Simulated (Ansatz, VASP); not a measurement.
**Zr4C: VASP beside Ansatz**

```
Zr C
1.0
     0.00000    3.92491    3.92491
     3.92491    0.00000    3.92491
     3.92491    3.92491    0.00000
Zr C
4 1
Direct
  0.37429 0.37429 0.37429
  0.37429 0.37429 0.87714
  0.37429 0.87714 0.37429
  0.87714 0.37429 0.37429
  0.00000 0.00000 0.00000
```

Alike in both runs: functional PBE; k mesh 4 × 4 × 4; occupations gaussian, width 0.1 eV; no spin polarisation.

Ansatz relaxed the structure, and its values are those at the end. VASP's run is a single point on that final structure, the one shown.

|  | VASP | Ansatz |
| --- | --- | --- |
| version | VASP 6.6.1 | Ansatz 0.2.0 |
| potentials or method | VASP PAW PBE potentials, release 64 (Zr_sv, C), cutoff 520 eV | scalar-relativistic, plane waves, PAW |
| valence electrons in the cell | 52 | 52 |

VASP gave:

```
gap on the k mesh at the Fermi level (eV) : none
pressure (GPa)                            : 0.3
rms of the force components (eV/Å)        : 0.003
```

Q: Estimate Ansatz's values.

A: gap on the k mesh at the Fermi level (eV): none; pressure (GPa): 0.2; rms of the force components (eV/Å): 0.001.

A gap of «none» marks a metal or a gap that the smearing closes. The functional is the same, so the differences come from potentials, cutoffs and numerics.
